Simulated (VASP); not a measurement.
# Al (P6_3/mmc) in VASP: single point with PBE

Aim: the single point of Al with PBE.

All numbers are computed with VASP 6.6.1; they aren't measurements. Logs are shortened: lines on timing, memory, paths and dates and some standing lists are left out, and cuts for length are marked.

## (1) The cell of the first run

The structure is hexagonal, space group P6_3/mmc (No. 194). Conventional cell: a = 2.855 Å, b = 2.855 Å, c = 4.719 Å, α = 90.00°, β = 90.00°, γ = 120.00°. Within 3.8 Å of Al (site symmetry -6m2) lie 12 Al at 2.85 to 2.88 Å.

## (2) Single point, PBE

File INCAR:

```
SYSTEM = Al
  ALGO = Normal
  EDIFF = 1E-6
  ENCUT = 520
  GGA = PE
  ISIF = 2
  ISMEAR = -1
  LASPH = .True.
  LCHARG = .False.
  LREAL = .False.
  LWAVE = .False.
  NBANDS = 10
  NELM = 60
  PREC = Accurate
  SIGMA = 0.08
```

File KPOINTS:

```
k-points
0
Gamma
  15 15 8
  0 0 0
```

File POSCAR:

```
Al
1.0
    2.8549204344      0.0000000000      0.0000000000
   -1.4274602172      2.4724336220      0.0000000000
    0.0000000000      0.0000000000      4.7185201663
Al
2
Direct
    0.3333333333      0.6666666667      0.2500000000
    0.6666666667      0.3333333333      0.7500000000
```

Potentials or basis: VASP PAW PBE potentials, release 64 (Al).

Command:

```
> cat potpaw_PBE.64/Al/POTCAR > POTCAR
> mpirun -np 1 vasp_std > vasp.out
```

OUTCAR:

```text
SYSTEM = Al
   EDIFF = 1E-6
   ENCUT = 520
   GGA = PE
   ISIF = 2
   ISMEAR = -1
   LASPH = .True.
   LREAL = .False.
   NELM = 60
   PREC = Accurate

 ion  position               nearest neighbor table
   1  0.333  0.667  0.250-   2 2.88   2 2.88   2 2.88   2 2.88   2 2.88   2 2.88
   2  0.667  0.333  0.750-   1 2.88   1 2.88   1 2.88   1 2.88   1 2.88   1 2.88

  LATTYP: Found a hexagonal cell.
 ALAT       =     2.8549204344
 C/A-ratio  =     1.6527676602

  Lattice vectors:

 A1 = (   2.8549204344,   0.0000000000,   0.0000000000)
 A2 = (  -1.4274602172,   2.4724336220,   0.0000000000)
 A3 = (   0.0000000000,   0.0000000000,   4.7185201663)

Analysis of symmetry for initial positions (statically):
=====================================================================
 Subroutine PRICEL returns:
 Original cell was already a primitive cell.

 Routine SETGRP: Setting up the symmetry group for a
 hexagonal supercell.

 Subroutine GETGRP returns: Found 24 space group operations
 (whereof 12 operations were pure point group operations)
 out of a pool of 24 trial point group operations.

The static configuration has the point symmetry D_3d.
 The point group associated with its full space group is D_6h.

Analysis of symmetry for dynamics (positions and initial velocities):
=====================================================================
 Subroutine PRICEL returns:
 Original cell was already a primitive cell.

 Routine SETGRP: Setting up the symmetry group for a
 hexagonal supercell.

 Subroutine GETGRP returns: Found 24 space group operations
 (whereof 12 operations were pure point group operations)
 out of a pool of 24 trial point group operations.

The dynamic configuration has the point symmetry D_3d.
 The point group associated with its full space group is D_6h.

 Subroutine INISYM returns: Found 24 space group operations
 (whereof 12 operations are pure point group operations),
 and found     1 'primitive' translations

----------------------------------------------------------------------------------------

                                     Primitive cell

  volume of cell :      33.3062

  direct lattice vectors                    reciprocal lattice vectors
     2.854920434  0.000000000  0.000000000     0.350272459  0.202229898  0.000000000
    -1.427460217  2.472433622  0.000000000     0.000000000  0.404459797  0.000000000
     0.000000000  0.000000000  4.718520166     0.000000000  0.000000000  0.211930852

[... 89 lines left out ...]
   ISIF   =      2    stress and relaxation
   ISYM   =      2    0-nonsym 1-usesym 2-fastsym
   POTIM  = 0.5000    time-step for ionic-motion
   TEBEG  =    0.0;   TEEND  =   0.0 temperature during run
   PSTRESS=    0.0 pullay stress
   NELECT =       6.0000    total number of electrons
   NUPDOWN=      -1.0000    fix difference up-down
   EMIN   =  10.00;   EMAX   =-10.00  energy-range for DOS
   EFERMI =   0.00;   METHOD = LEGACY
   ISMEAR =    -1;   SIGMA  =   0.08  broadening in eV -4-tet -1-fermi 0-gaus
   EFERMI_NEDOS =   21; number of points for ismear=-14 and -15
   IALGO  =     38    algorithm
   IMIX   =      4    mixing-type and parameters
     AMIX     =   0.40;   BMIX     =  1.00
     AMIX_MAG =   1.60;   BMIX_MAG =  1.00
  volume/ion in A,a.u.               =      16.65       112.38
  Fermi-wavevector in a.u.,A,eV,Ry     =   0.924593  1.747227 11.631233  0.854872
  Thomas-Fermi vector in A             =   2.050355
   LORBIT       =      0    0 simple, 1 ext, 2 COOP (PROOUT), +10 PAW based schemes
   GGA     = PE    functional components
   LHFCALC =     F    Hartree Fock is set to
   AEXX    =    0.0000 exact exchange contribution
   IVDW    =     0    specifies the selected vdW correction
   LEPSILON=     F    determine dielectric tensor
   LRPA    =     F    only Hartree local field effects (RPA)
 non-spin polarized calculation
  energy-cutoff  :      520.00
  volume of cell :       33.31
 maximum number of plane-waves:       913
 NGX is ok and might be reduce to    24
   NGX = 11   NGY = 11   NGZ = 17

 number of electron       6.0000000 magnetization

 Free energy of the ion-electron system (eV)
  ---------------------------------------------------
  ext. energy  EPLUGINS =         0.00000000
  ---------------------------------------------------
  free energy    TOTEN  =        -7.43978042 eV

  energy without entropy =       -7.42336837  energy(sigma->0) =       -7.43157439

 E-fermi :   7.9180     XC(G=0): -10.1647

 val. band max:        7.9174709251   @ k =   0.4000   0.0667   0.0000
 cond. band min:       8.0190174657   @ k =   0.4000   0.0667   0.2500
 fundamental gap:      0.1015465406
 Fermi energy:         7.9180327605

 k-point     1 :       0.0000    0.0000    0.0000
  band No.  band energies     occupation
      1      -3.1690      2.00000
      2       3.2874      2.00000
      3       3.3879      2.00000
      4      18.5906      0.00000
      5      18.5906      0.00000
      6      18.9867      0.00000
      7      18.9867      0.00000
      8      19.8085      0.00000
      9      21.7205      0.00000
     10      21.9794      0.00000
[... 287 lines left out ...]
 k-point    24 :       0.4000    0.2000    0.0000
  band No.  band energies     occupation
      1       3.3586      2.00000
      2       3.5300      2.00000
      3       7.8507      1.39765
      4       9.1718      0.00000
      5       9.5414      0.00000
      6      10.0354      0.00000
      7      10.8097      0.00000
      8      14.3706      0.00000
      9      14.6046      0.00000
     10      21.4532      0.00000

 [... further k-points ...]

------------------------ aborting loop because EDIFF is reached ----------------------------------------

  FORCE on cell =-STRESS in cart. coord.  units (eV):
  Direction    XX          YY          ZZ          XY          YZ          ZX
  --------------------------------------------------------------------------------------
  -------------------------------------------------------------------------------------
  Total       -0.0074931     -0.0074931     -0.0010425      0.0000000      0.0000000      0.0000000
  in kB       -0.3604520     -0.3604520     -0.0501495      0.0000000      0.0000000      0.0000000
  external PRESSURE =      -0.2570179 kB  Pullay stress =       0.0000000 kB

 VOLUME and BASIS-vectors are now :
 -----------------------------------------------------------------------------
  energy-cutoff  :      520.00
  volume of cell :       33.31
      direct lattice vectors                 reciprocal lattice vectors
     2.854920434  0.000000000  0.000000000     0.350272459  0.202229898  0.000000000
    -1.427460217  2.472433622  0.000000000     0.000000000  0.404459797  0.000000000
     0.000000000  0.000000000  4.718520166     0.000000000  0.000000000  0.211930852

 POSITION                                       TOTAL-FORCE (eV/Angst)
 -----------------------------------------------------------------------------------
     -0.00000      1.64829      1.17963         0.000000     -0.000000      0.000000
      1.42746      0.82414      3.53889        -0.000000      0.000000      0.000000
 -----------------------------------------------------------------------------------
    total drift:                                0.000000     -0.000000     -0.000000

  FREE ENERGIE OF THE ION-ELECTRON SYSTEM (eV)
  ---------------------------------------------------
  free  energy   TOTEN  =        -7.4397804190 eV

  energy  without entropy=       -7.4233683674  energy(sigma->0) =       -7.43157439
```

OSZICAR:

```text
N       E                     dE             d eps       ncg     rms          rms(c)
DAV:   1    -0.921992882720E-01   -0.92199E-01   -0.23080E+03  2700   0.472E+02
DAV:   2    -0.730604987961E+01   -0.72139E+01   -0.69223E+01  3572   0.528E+01
DAV:   3    -0.748694096211E+01   -0.18089E+00   -0.17813E+00  3592   0.672E+00
DAV:   4    -0.748765472173E+01   -0.71376E-03   -0.71368E-03  3260   0.480E-01
DAV:   5    -0.748766063835E+01   -0.59166E-05   -0.59174E-05  3254   0.453E-02    0.179E+00
DAV:   6    -0.745970942985E+01    0.27951E-01   -0.33605E-03  3044   0.317E-01    0.103E+00
DAV:   7    -0.743986860926E+01    0.19841E-01   -0.95751E-03  2906   0.497E-01    0.172E-01
DAV:   8    -0.743978485728E+01    0.83752E-04   -0.80944E-05  3818   0.539E-02    0.130E-02
DAV:   9    -0.743978155943E+01    0.32978E-05   -0.15932E-06  3162   0.631E-03    0.167E-03
DAV:  10    -0.743978041119E+01    0.11482E-05   -0.21601E-08  1710   0.905E-04    0.390E-04
DAV:  11    -0.743978041903E+01   -0.78464E-08   -0.17047E-09  1560   0.285E-04
   1 F= -.74397804E+01 E0= -.74315744E+01  d E =-.164121E-01
```

Run time: 38 s. Hardware: 1 thread of Intel Xeon 8259CL, shared host; peak memory 0.17 GiB.

What came out:

* Free energy: -7.4398 eV
* Pressure: 0.0 GPa
* Band gap on the k mesh: zero (band 3 reaches 12.00 eV, above the bottom of band 4 at 4.80 eV)
